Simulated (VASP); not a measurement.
Set up this calculation in VASP 6.6.1, as the native input.

* Task: single point
* Functional: PBE
* Potentials or basis: VASP PAW PBE potentials, release 64 (Pb_d)
* Cutoff: 520 eV
* k mesh: 12 × 12 × 8
* Occupations: gaussian, width 0.1 eV
* Spin: no spin polarisation
* Dipole correction: no
* Further INCAR settings: ALGO = Fast; EDIFF = 1e-06; NBANDS = 21

The structure of Pb lies in POSCAR:

```
Pb
1.0
    3.4836198913      0.0000000000      0.0000000000
   -1.7418099457      3.0169033230      0.0000000000
    0.0000000000      0.0000000000      5.2604136000
Pb
2
Direct
    0.3333333333      0.6666666667      0.2607334526
    0.6666666667      0.3333333333      0.7392665474
```

This cell differs from its parent crystal: strained and its atoms moved.

One way to write it, as run:

INCAR

```
PREC = Accurate
ENCUT = 520
EDIFF = 1E-6
ISMEAR = 0
SIGMA = 0.1
LREAL = False
LASPH = True
NELM = 100
ALGO = Fast
ISIF = 2
LWAVE = False
LCHARG = True
GGA = PE
LELF = True
LVHAR = True
NBANDS = 21
```

KPOINTS

```
regular mesh
0
Gamma
  12 12 8
```

Potentials or basis: VASP PAW PBE potentials, release 64 (Pb_d).

Run with:

```sh
$ cat potpaw_PBE.64/Pb_d/POTCAR > POTCAR
$ mpirun -np 1 vasp_std > vasp.out
```

It gave:

| Property | Result |
| --- | --- |
| Pressure | 8.6 GPa |
| Largest force | 0.518 eV/Å |
| Band gap on the k mesh | zero (bands 14 and 15 overlap by 7.84 eV) |

Caveat: the cell differs from its parent crystal (strained and its atoms moved); the cell stands under pressure; spin-orbit coupling is left out, which moves the levels of the heavy elements.

It took 3 min on 1 thread of AMD EPYC 7R13, on a shared host, peak memory 0.23 GiB.
